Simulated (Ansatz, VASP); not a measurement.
## Ti in VASP and in Ansatz

INCAR

```
SYSTEM = Ti
ALGO = Normal
EDIFF = 1E-7
ENCUT = 520
GGA = RE
ISIF = 2
ISMEAR = -1
ISPIN = 2
LASPH = .TRUE.
LCHARG = .FALSE.
LMAXMIX = 4
LORBIT = 11
LREAL = .FALSE.
LWAVE = .FALSE.
MAGMOM = 1 1
NBANDS = 23
NELM = 150
PREC = Accurate
SIGMA = 0.05
```

The input KPOINTS:

```
k-points
0
G
  20 20 11
  0 0 0
```

The input POSCAR:

```
Ti
1.0
    2.8363444818      0.0000000000      0.0000000000
   -1.4181722409      2.4563463751      0.0000000000
    0.0000000000      0.0000000000      4.4878471655
Ti
2
Direct
    0.3333333333      0.6666666667      0.2500000000
    0.6666666667      0.3333333333      0.7500000000
```

Input for Ansatz:

```yaml
crystal:
  lattice:
    - [2.8363444817, 0.0, 0.0]
    - [-1.4181722408, 2.456346375, 0.0]
    - [0.0, 0.0, 4.4878471671]
  atoms:
    - { symbol: Ti, position: [0.3333333333, 0.6666666667, 0.25], spin: 1.0 }
    - { symbol: Ti, position: [0.6666666667, 0.3333333333, 0.75], spin: 1.0 }
hamiltonian:
  xc: revpbe
  pseudopotentials:
    kind: paw
    azcp:
      Ti: "pseudopotentials/Ti.paw.azcp"
basis:
  ecutwfc: 420
  fft_grid_basis: typed
kpoints:
  mp_grid: { grid: [20, 20, 11], shift: [0, 0, 0] }
magnetization:
  spin_polarized: true
scf:
  occupations: { method: fermi_dirac, width: 0.05 }
output:
  stress: true
```

Alike in both runs: task single point; functional revPBE; k mesh 20 × 20 × 11; occupations fermi-dirac, width 0.05 eV; collinear spin.

```csv
,VASP,Ansatz
version,VASP 6.6.1,Ansatz 0.2.0
potentials or method,"VASP PAW PBE potentials, release 64 (Ti_sv), cutoff 520 eV","plane waves (420 eV) with PAW, scalar-relativistic"
valence electrons in the cell,24,24
```

Ansatz gave:

| Quantity | Value |
| --- | --- |
| pressure (GPa) | 17.1 |
| traceless stress, the component that is largest in VASP (GPa) | 0.22 |
| net moment per atom (μB) | 0.00 |

Task: Estimate VASP's values.

Result: Pressure (GPa): 16.6; traceless stress, the component that is largest in VASP (GPa): 0.22; net moment per atom (μB): 0.00.

VASP's potentials were made for PBE, not for revPBE. With one functional, cell and mesh, what is left measures potentials, basis and numerics. Ansatz's warnings: seeded moment not kept.
